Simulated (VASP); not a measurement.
Set up this calculation in VASP 6.6.1, as the native input.

```
Task                   : single point
Functional             : PBEsol
Potentials or basis    : VASP PAW PBE potentials, release 64 (Ga_d, P)
Cutoff                 : 500 eV
k mesh                 : 2 × 2 × 2, shifted
Occupations            : gaussian, width 0.02 eV
Spin                   : no spin polarisation
Dipole correction      : no
Further INCAR settings : LREAL = Auto; ALGO = Normal; EDIFF = 1e-06; NBANDS = 166
```

The structure of GaP lies in POSCAR:

```
GaP
1.0
   -5.4384489043      5.4384489043     -5.4384489043
   -5.4384489043     -5.4384489043      5.4384489043
    5.4384489043      5.4384489043      5.4384489043
Ga P
16 16
Direct
    0.2500000000      0.2500000000      0.5000000000
    0.0000000000      0.5000000000      0.5000000000
    0.0000000000      0.2500000000      0.7500000000
    0.7500000000      0.7500000000      0.5000000000
    0.7500000000      0.5000000000      0.7500000000
    0.7500000000      0.2500000000      0.0000000000
    0.5000000000      0.0000000000      0.5000000000
    0.5000000000      0.7500000000      0.7500000000
    0.5000000000      0.5000000000      0.0000000000
    0.5000000000      0.2500000000      0.2500000000
    0.2500000000      0.0000000000      0.7500000000
    0.2500000000      0.7500000000      0.0000000000
    0.2500000000      0.5000000000      0.2500000000
    0.0000000000      0.0000000000      0.0000000000
    0.0000000000      0.7500000000      0.2500000000
    0.7500000000      0.0000000000      0.2500000000
    0.0000000000      0.0000000000      0.2500000000
    0.7500000000      0.2500000000      0.2500000000
    0.7500000000      0.0000000000      0.5000000000
    0.5000000000      0.5000000000      0.2500000000
    0.5000000000      0.2500000000      0.5000000000
    0.5000000000      0.0000000000      0.7500000000
    0.2500000000      0.7500000000      0.2500000000
    0.2500000000      0.5000000000      0.5000000000
    0.2500000000      0.2500000000      0.7500000000
    0.2500000000      0.0000000000      0.0000000000
    0.0000000000      0.7500000000      0.5000000000
    0.0000000000      0.5000000000      0.7500000000
    0.0000000000      0.2500000000      0.0000000000
    0.7500000000      0.7500000000      0.7500000000
    0.7500000000      0.5000000000      0.0000000000
    0.5000000000      0.7500000000      0.0000000000
```

One way to write it, as run:

INCAR

```
SYSTEM = GaP
PREC = Accurate ; ENCUT = 500
EDIFF = 1E-6 ; ISMEAR = 0
SIGMA = 0.02 ; LREAL = Auto
LASPH = .True. ; NELM = 120
ALGO = Normal ; ISIF = 2
LWAVE = .False. ; LCHARG = .True.
GGA = PS ; LELF = .True.
LVHAR = .True. ; NBANDS = 166
GGA_COMPAT = .False.
```

KPOINTS

```
Automatic mesh
0
Gamma
  2 2 2
  0.5 0.5 0.5
```

Potentials or basis: VASP PAW PBE potentials, release 64 (Ga_d, P).

Command:

```console
$ cat potpaw_PBE.64/Ga_d/POTCAR potpaw_PBE.64/P/POTCAR > POTCAR
$ mpirun -np 1 vasp_std > vasp.out
```

Results of the run:

The pressure is -0.1 GPa and the band gap on the k mesh is 2.18 eV.

Caveat: the PAW data sets were made with another functional, which shifts forces and pressure a little.

Run time: 11 min on 1 thread of AMD EPYC 7R43 64-Core Processor (Zen 3), with other jobs on the host, peak memory 0.68 GiB.
